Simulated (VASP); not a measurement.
# MoS4 in VASP: relaxation of the atoms with PBEsol

Aim: the relaxation of the atoms of MoS4 with PBEsol.

Everything below comes from runs of VASP 6.6.1. Logs are shortened: lines on timing, memory, paths and dates and some standing lists are left out, and cuts for length are marked.

## Step 1: The cell of the first run

The cell holds a slab with vacuum, 5 atoms: a = 3.121 Å, b = 3.121 Å, c = 23.951 Å, α = 90.00°, β = 90.00°, γ = 120.00°.

## Step 2: Relaxation of the atoms, PBEsol

File INCAR:

```
PREC = Accurate
ENCUT = 520
EDIFF = 1E-6
ISMEAR = 0
SIGMA = 0.1
LREAL = F
LASPH = T
NELM = 80
ALGO = Normal
ISIF = 2
LWAVE = F
LCHARG = F
LDIPOL = T
IDIPOL = 3
DIPOL = 0.5 0.5 0.500
GGA = PS
IBRION = 2
NSW = 80
EDIFFG = -0.02
```

File KPOINTS:

```
Automatic mesh
0
Gamma
  12 12 1
```

File POSCAR:

```
MoS4
1.0
    3.1209825812      0.0000000000      0.0000000000
   -1.5604912906      2.7028502000      0.0000000000
    0.0000000000      0.0000000000     23.9514179558
S Mo
4 1
Direct
    0.6666666667      0.3333333333      0.3131338618
    0.0000000000      0.0000000000      0.4331673381
    0.3333333333      0.6666666667      0.5668326619
    0.6666666667      0.3333333333      0.6868661382
    0.6666666667      0.3333333333      0.5000000000
```

Potentials or basis: VASP PAW PBE potentials, release 64 (S, Mo_sv).

On the command line:

```bash
$ cat potpaw_PBE.64/S/POTCAR potpaw_PBE.64/Mo_sv/POTCAR > POTCAR
$ mpirun -np 1 vasp_std > vasp.out
```

OUTCAR:

```text
PREC = Accurate
   ENCUT = 520
   EDIFF = 1E-6
   ISMEAR = 0
   LREAL = F
   LASPH = T
   NELM = 80
   ISIF = 2
   GGA = PS
   IBRION = 2
   NSW = 80
   EDIFFG = -0.02

 ion  position               nearest neighbor table
   1  0.667  0.333  0.313-
   2  0.000  0.000  0.433-   5 2.41   5 2.41   5 2.41
   3  0.333  0.667  0.567-   5 2.41   5 2.41   5 2.41
   4  0.667  0.333  0.687-
   5  0.667  0.333  0.500-   3 2.41   2 2.41   3 2.41   2 2.41   2 2.41   3 2.41

  LATTYP: Found a hexagonal cell.
 ALAT       =     3.1209825812
 C/A-ratio  =     7.6743196518

  Lattice vectors:

 A1 = (   3.1209825812,   0.0000000000,   0.0000000000)
 A2 = (  -1.5604912906,   2.7028502000,   0.0000000000)
 A3 = (   0.0000000000,   0.0000000000,  23.9514179558)

Analysis of symmetry for initial positions (statically):
=====================================================================
 Subroutine PRICEL returns:
 Original cell was already a primitive cell.

 Routine SETGRP: Setting up the symmetry group for a
 hexagonal supercell.

 Subroutine GETGRP returns: Found 12 space group operations
 (whereof  6 operations were pure point group operations)
 out of a pool of 24 trial point group operations.

The static configuration has the point symmetry C_3v.
 The point group associated with its full space group is D_3d.

Analysis of symmetry for dynamics (positions and initial velocities):
=====================================================================
 Subroutine PRICEL returns:
 Original cell was already a primitive cell.

 Routine SETGRP: Setting up the symmetry group for a
 hexagonal supercell.

 Subroutine GETGRP returns: Found 12 space group operations
 (whereof  6 operations were pure point group operations)
 out of a pool of 24 trial point group operations.

The dynamic configuration has the point symmetry C_3v.
 The point group associated with its full space group is D_3d.

 Subroutine INISYM returns: Found 12 space group operations
 (whereof  6 operations are pure point group operations),
 and found     1 'primitive' translations

----------------------------------------------------------------------------------------

                                     Primitive cell

  volume of cell :     202.0433

  direct lattice vectors                    reciprocal lattice vectors
     3.120982581  0.000000000  0.000000000     0.320411913  0.184989904  0.000000000
    -1.560491291  2.702850200  0.000000000     0.000000000  0.369979809  0.000000000
     0.000000000  0.000000000 23.951417956     0.000000000  0.000000000  0.041751182

  length of vectors
     3.120982581  3.120982581 23.951417956     0.369979809  0.369979809  0.041751182

  position of ions in fractional coordinates (direct lattice)
     0.666666667  0.333333333  0.313133862
     0.000000000  0.000000000  0.433167338
     0.333333333  0.666666667  0.566832662
     0.666666667  0.333333333  0.686866138
     0.666666667  0.333333333  0.500000000

  ion indices of the primitive-cell ions
   primitive index   ion index
                 1           1
                 2           2
                 3           3
                 4           4
                 5           5

----------------------------------------------------------------------------------------

 KPOINTS: Automatic mesh

Automatic generation of k-mesh.
 Grid dimensions read from file:
 generate k-points for:   12   12    1

 Generating k-lattice:

  Cartesian coordinates                     Fractional coordinates (reciprocal lattice)
     0.026700993  0.015415825  0.000000000     0.083333333  0.000000000  0.000000000
     0.000000000  0.030831651  0.000000000     0.000000000  0.083333333  0.000000000
     0.000000000  0.000000000  0.041751182     0.000000000  0.000000000  1.000000000

  Length of vectors
     0.030831651  0.030831651  0.041751182

  Shift w.r.t. Gamma in fractional coordinates (k-lattice)
     0.000000000  0.000000000  0.000000000

 Subroutine IBZKPT returns following result:
 ===========================================

 Found     19 irreducible k-points:

 Following reciprocal coordinates:
            Coordinates               Weight
  0.000000  0.000000  0.000000      1.000000
  0.083333  0.000000  0.000000      6.000000
  0.166667  0.000000  0.000000      6.000000
  0.250000  0.000000  0.000000      6.000000
  0.333333  0.000000  0.000000      6.000000
  0.416667 -0.000000  0.000000      6.000000
[... 11 lines left out ...]
  0.333333  0.250000  0.000000     12.000000
  0.333333  0.333333  0.000000      2.000000
   k-points           NKPTS =     19   k-points in BZ     NKDIM =     19   number of bands    NBANDS=     23
   number of dos      NEDOS =    301   number of ions     NIONS =      5
   total plane-waves  NPLWV = 103680
   dimension x,y,z NGX =    24 NGY =   24 NGZ =  180
   dimension x,y,z NGXF=    48 NGYF=   48 NGZF=  360
   ions per type =               4   1
   NGX,Y,Z   is equivalent  to a cutoff of  12.78, 12.78, 12.49 a.u.
   NGXF,Y,Z  is equivalent  to a cutoff of  25.57, 25.57, 24.99 a.u.
 SYSTEM =  unknown system
   PREC   = accura    normal or accurate (medium, high low for compatibility)
   ISTART =      0    job   : 0-new  1-cont  2-samecut
   ICHARG =      2    charge: 1-file 2-atom 10-const
   ISPIN  =      1    spin polarized calculation?
   LNONCOLLINEAR =      F non collinear calculations
   LSORBIT =      F    spin-orbit coupling
   LASPH  =      T    aspherical Exc in radial PAW
   ENCUT  =  520.0 eV  38.22 Ry    6.18 a.u.   5.80  5.80 44.53*2*pi/ulx,y,z
   NELM   =     80;   NELMIN=  2; NELMDL= -5     # of ELM steps
   EDIFF  = 0.1E-05   stopping-criterion for ELM
   LREAL  =      F    real-space projection
   EDIFFG = -.2E-01   stopping-criterion for IOM
   NSW    =     80    number of steps for IOM
   IBRION =      2    ionic relax: 0-MD 1-quasi-New 2-CG
   NFREE  =      1    steps in history (QN), initial steepest desc. (CG)
   ISIF   =      2    stress and relaxation
   ISYM   =      2    0-nonsym 1-usesym 2-fastsym
   POTIM  = 0.5000    time-step for ionic-motion
   TEBEG  =    0.0;   TEEND  =   0.0 temperature during run
   PSTRESS=    0.0 pullay stress
   NELECT =      38.0000    total number of electrons
   NUPDOWN=      -1.0000    fix difference up-down
   EMIN   =  10.00;   EMAX   =-10.00  energy-range for DOS
   EFERMI =   0.00;   METHOD = LEGACY
   ISMEAR =     0;   SIGMA  =   0.10  broadening in eV -4-tet -1-fermi 0-gaus
   EFERMI_NEDOS =   21; number of points for ismear=-14 and -15
   IALGO  =     38    algorithm
   IMIX   =      4    mixing-type and parameters
     AMIX     =   0.40;   BMIX     =  1.00
     AMIX_MAG =   1.60;   BMIX_MAG =  1.00
  volume/ion in A,a.u.               =      40.41       272.69
  Fermi-wavevector in a.u.,A,eV,Ry     =   0.937968  1.772502 11.970178  0.879783
  Thomas-Fermi vector in A             =   2.065132
   LORBIT       =      0    0 simple, 1 ext, 2 COOP (PROOUT), +10 PAW based schemes
   GGA     = PS    functional components
   LHFCALC =     F    Hartree Fock is set to
   AEXX    =    0.0000 exact exchange contribution
   IVDW    =     0    specifies the selected vdW correction
   LEPSILON=     F    determine dielectric tensor
   LRPA    =     F    only Hartree local field effects (RPA)
 conjugate gradient relaxation of ions
 non-spin polarized calculation
 Gauss-broadening in eV      SIGMA  =   0.10
  energy-cutoff  :      520.00
  volume of cell :      202.04
 maximum number of plane-waves:      5472
 NGX is ok and might be reduce to    24
   NGX = 11   NGY = 11   NGZ = 89

--------------------------------------- Ionic step        1  -------------------------------------------

 number of electron      38.0000001 magnetization

 Free energy of the ion-electron system (eV)
  ---------------------------------------------------
  ext. energy  EPLUGINS =         0.00000000
  ---------------------------------------------------
  free energy    TOTEN  =       -27.71224084 eV

  energy without entropy =      -27.68618514  energy(sigma->0) =      -27.69921299

------------------------ aborting loop because EDIFF is reached ----------------------------------------

  FORCE on cell =-STRESS in cart. coord.  units (eV):
  Direction    XX          YY          ZZ          XY          YZ          ZX
  --------------------------------------------------------------------------------------
  -------------------------------------------------------------------------------------
  Total       -6.5630204     -6.5630204     -0.7064894      0.0000000      0.0000000      0.0000000
  in kB      -52.0438946    -52.0438946     -5.6023686      0.0000000      0.0000000      0.0000000
  external PRESSURE =     -36.5633859 kB  Pullay stress =       0.0000000 kB
[... 98 lines left out ...]
  FREE ENERGIE OF THE ION-ELECTRON SYSTEM (eV)
  ---------------------------------------------------
  free  energy   TOTEN  =       -27.7144377143 eV

  energy  without entropy=      -27.6884460789  energy(sigma->0) =      -27.70144190

[... ionic steps 4 to 7 ...]

--------------------------------------- Ionic step        8  -------------------------------------------

 number of electron      38.0000003 magnetization

------------------------ aborting loop because EDIFF is reached ----------------------------------------
[... 67 lines left out ...]
  FREE ENERGIE OF THE ION-ELECTRON SYSTEM (eV)
  ---------------------------------------------------
  free  energy   TOTEN  =       -27.7289845215 eV

  energy  without entropy=      -27.7053005507  energy(sigma->0) =      -27.71714254

 dipolmoment           0.000000      0.000000      0.000000 electrons x Angstroem

--------------------------------------- Ionic step       10  -------------------------------------------

 number of electron      38.0000003 magnetization

 dipolmoment           0.000000      0.000000     -0.000000 electrons x Angstroem

 Free energy of the ion-electron system (eV)
  ---------------------------------------------------
  ext. energy  EPLUGINS =         0.00000000
  ---------------------------------------------------
  free energy    TOTEN  =       -27.73184850 eV

  energy without entropy =      -27.70822849  energy(sigma->0) =      -27.72003849

 E-fermi :  -1.1051     XC(G=0):  -5.4585

 val. band max:       -1.1410401841   @ k =   0.2500   0.1667   0.0000
 cond. band min:      -1.0968586532   @ k =   0.3333   0.1667   0.0000
 fundamental gap:      0.0441815309
 Fermi energy:        -1.1050740820

 k-point     1 :       0.0000    0.0000    0.0000
  band No.  band energies     occupation
      1     -62.4238      2.00000
      2     -36.5546      2.00000
      3     -36.3937      2.00000
      4     -36.3937      2.00000
      5     -15.9311      2.00000
      6     -14.8801      2.00000
[... 483 lines left out ...]
     22      -0.2803      0.00000
     23       0.2865      0.00000

------------------------ aborting loop because EDIFF is reached ----------------------------------------

 vacuum level on the upper side and lower side of the slab       (xc-potential included)        -0.018        -0.018

  FORCE on cell =-STRESS in cart. coord.  units (eV):
  Direction    XX          YY          ZZ          XY          YZ          ZX
  --------------------------------------------------------------------------------------
  -------------------------------------------------------------------------------------
  Total       -6.1486330     -6.1486330     -0.0486921      0.0000000      0.0000000     -0.0000000
  in kB      -48.7578567    -48.7578567     -0.3861222      0.0000000      0.0000000     -0.0000000
  external PRESSURE =     -32.6339452 kB  Pullay stress =       0.0000000 kB
[... 20 lines left out ...]
  FREE ENERGIE OF THE ION-ELECTRON SYSTEM (eV)
  ---------------------------------------------------
  free  energy   TOTEN  =       -27.7318484954 eV

  energy  without entropy=      -27.7082284902  energy(sigma->0) =      -27.72003849

 reached required accuracy - stopping structural energy minimisation

 vacuum level on the upper side and lower side of the slab         5.862         5.862
```

Run time: 8.9 min. Hardware: 1 thread of Intel Xeon Platinum 8488C (Sapphire Rapids), shared host; peak memory 0.36 GiB.

Results:

```yaml
Free_energy: -27.7318 eV
Energy_gained_by_relaxing: 3.9 meV/atom
Ionic_steps: 10
Largest_force_after_relaxing: 0.005 eV/Å
Band_gap_on_the_k_mesh: zero (bands 19 and 20 overlap by 1.04 eV)
```

Forces on the atoms (eV/Å):
```
S    0.000  0.000  0.003
S    0.000  0.000 -0.005
S    0.000  0.000  0.005
S    0.000  0.000 -0.003
Mo   0.000  0.000  0.000
```

Step by step:
| step | energy change (eV) | largest force (eV/Å) | pressure (GPa) |
| --- | --- | --- | --- |
| 1 | 0.0000 | 0.0762 | -3.66 |
| 2 | -0.0006 | 0.0754 | -3.66 |
| 3 | -0.0022 | 0.0728 | -3.65 |
| 4 | -0.0053 | 0.0674 | -3.63 |
| 5 | -0.0107 | 0.0567 | -3.58 |
| 6 | -0.0178 | 0.0679 | -3.47 |
| 7 | -0.0101 | 0.1294 | -3.15 |
| 8 | -0.0191 | 0.0826 | -3.41 |
| 9 | -0.0167 | 0.2146 | -2.91 |
| 10 | -0.0196 | 0.0046 | -3.26 |

Final structure:
```cif
data_structure
_symmetry_space_group_name_H-M 'P 1'
_symmetry_Int_Tables_number 1
_cell_length_a 3.1210
_cell_length_b 3.1210
_cell_length_c 23.9514
_cell_angle_alpha 90.000
_cell_angle_beta 90.000
_cell_angle_gamma 120.000
_cell_volume 202.04
loop_
_atom_site_label
_atom_site_type_symbol
_atom_site_fract_x
_atom_site_fract_y
_atom_site_fract_z
_atom_site_occupancy
S1 S 0.66667 0.33333 0.32226 1
S2 S 0.00000 0.00000 0.43321 1
S3 S 0.33333 0.66667 0.56679 1
S4 S 0.66667 0.33333 0.67774 1
Mo1 Mo 0.66667 0.33333 0.50000 1
```

Levels at points of the mesh, in eV from the Fermi level:
```
           k point  band 15  band 16  band 17  band 18  band 19  band 20  band 21  band 22  band 23
(0.00, 0.00, 0.00)    -0.55    -0.41     0.18     0.27     0.27     1.97     1.97     1.99     1.99
(0.50, 0.00, 0.00)    -2.17    -1.81    -1.23    -0.28    -0.18     0.65     0.72     1.67     2.38
```

Caveat: the PAW data sets were made with another functional, which shifts forces and pressure a little.
